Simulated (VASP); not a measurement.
## Be: single point with LDA

Be:

```xyz
2
Lattice="0.0000 2.0896 2.0896 2.0896 0.0000 2.0896 2.0896 2.0896 0.0000" Properties=species:S:1:pos:R:3 pbc="T T T"
Be   -0.5224   -0.5224   -0.5224
Be    0.5224    0.5224    0.5224
```

This cell differs from its parent crystal: volume scaled by 0.65.

```yaml
Program: VASP 6.6.1
Task: single point
Functional: LDA
Potentials_or_basis: VASP PAW LDA potentials, release 64 (Be)
Cutoff: 520 eV
k_mesh: 15 × 15 × 15
Occupations: fermi-dirac, width 0.08 eV
Spin: no spin polarisation
Dipole_correction: no
Further_INCAR_settings: ALGO = Normal; EDIFF = 1e-06; NBANDS = 9
```

- Pressure: 42.4 GPa
- Band gap on the k mesh: zero (band 2 reaches 11.11 eV, above the bottom of band 3 at 2.80 eV)

Levels at points of the mesh, in eV from the Fermi level:
| k point | band 1 | band 2 | band 3 | band 4 | band 5 | band 6 | band 7 |
| --- | --- | --- | --- | --- | --- | --- | --- |
| (0.00, 0.00, 0.00) | -9.33 | 6.51 | 6.51 | 6.51 | 9.58 | 9.58 | 9.58 |

Run time: 4.7 s on 1 thread of Intel(R) Xeon(R) 6975P-C (Granite Rapids), on a shared host, peak memory 0.12 GiB.
